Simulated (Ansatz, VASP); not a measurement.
Two plane-wave programs on TiSi2

```xyz
6
Lattice="1.7651 -6.7593 0.0000 1.7651 6.7593 0.0000 0.0000 0.0000 3.5652" Properties=species:S:1:pos:R:3 pbc="T T T"
Ti    1.7651   -5.3653    2.6739
Ti    1.7651    5.3653    0.8913
Si    1.7651   -0.7875    2.6739
Si    1.7651    0.7875    0.8913
Si    1.7651    3.3839    2.6739
Si    1.7651   -3.3839    0.8913
```

Alike in both runs: task single point; functional PBEsol; k mesh 6 × 6 × 6; occupations gaussian, width 0.1 eV; no spin polarisation.

```csv
,VASP,Ansatz
version,VASP 6.6.1,Ansatz 0.2.0
potentials or method,"VASP PAW PBE potentials, release 64 (Ti_sv, Si), cutoff 520 eV","scalar-relativistic, plane waves, PAW"
valence electrons in the cell,40,40
```

VASP gave:

| Item | Value |
| --- | --- |
| gap on the k mesh at the Fermi level (eV) | none |
| pressure (GPa) | -2.1 |
| traceless stress, the component that is largest in VASP (GPa) | -0.32 |
| rms of the force components (eV/Å) | 0.078 |

Which values does Ansatz return?

gap on the k mesh at the Fermi level (eV): none; pressure (GPa): -2.1; traceless stress, the component that is largest in VASP (GPa): -0.29; rms of the force components (eV/Å): 0.078.

VASP's potentials were made for PBE, not for PBEsol. Atom by atom the forces differ by 0.000 eV/Å (rms over components). A gap of «none» marks a metal or a gap that the smearing closes. With one functional, cell and mesh, what is left measures potentials, basis and numerics.
